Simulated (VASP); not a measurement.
A run of VASP 6.6.1 is set up as follows.

File POSCAR:

```
Si
1.0
    0.0000000000      2.7221188962      2.7221188962
    2.7221188962      0.0000000000      2.7221188962
    2.7221188962      2.7221188962      0.0000000000
Si
2
Direct
    0.0000000000      0.0000000000      0.0000000000
    0.2500000000      0.2500000000      0.2500000000
```

Contents of INCAR.step1:

```
SYSTEM = Si
PREC = Accurate
ENCUT = 520
EDIFF = 1E-5
ISMEAR = 0
SIGMA = 0.01
LREAL = .False.
LASPH = .True.
NELM = 100
ALGO = Normal
ISIF = 2
LWAVE = .True.
LCHARG = .False.
GGA = PE
NBANDS = 11
```

File INCAR.step2:

```
SYSTEM = Si
PREC = Accurate
ENCUT = 520
EDIFF = 1E-6
ISMEAR = 0
SIGMA = 0.01
LREAL = .False.
LASPH = .True.
NELM = 100
ALGO = Normal
ISIF = 2
LWAVE = .False.
LCHARG = .False.
GGA = PE
LHFCALC = .True.
HFSCREEN = 0.2079
PRECFOCK = Normal
ISTART = 1
NBANDS = 11
```

The input KPOINTS:

```
Automatic mesh
0
Gamma
  6 6 6
  0 0 0
```

Potentials or basis: VASP PAW PBE potentials, release 64 (Si).

The run is started by

```console
$ cat potpaw_PBE.64/Si/POTCAR > POTCAR
$ cp INCAR.step1 INCAR
$ mpirun -np 1 vasp_std > vasp.out
$ cp INCAR.step2 INCAR
$ mpirun -np 1 vasp_std > vasp.out
```

**Question.** What does it give for the pressure?

**Answer.** -0.5 GPa.

**Question.** Estimate the band gap on the k mesh.

**Answer.** 1.31 eV (least direct gap 3.32 eV).

Caveat: the PAW data sets were made with another functional, which shifts forces and pressure a little. A k mesh can miss the band edges.
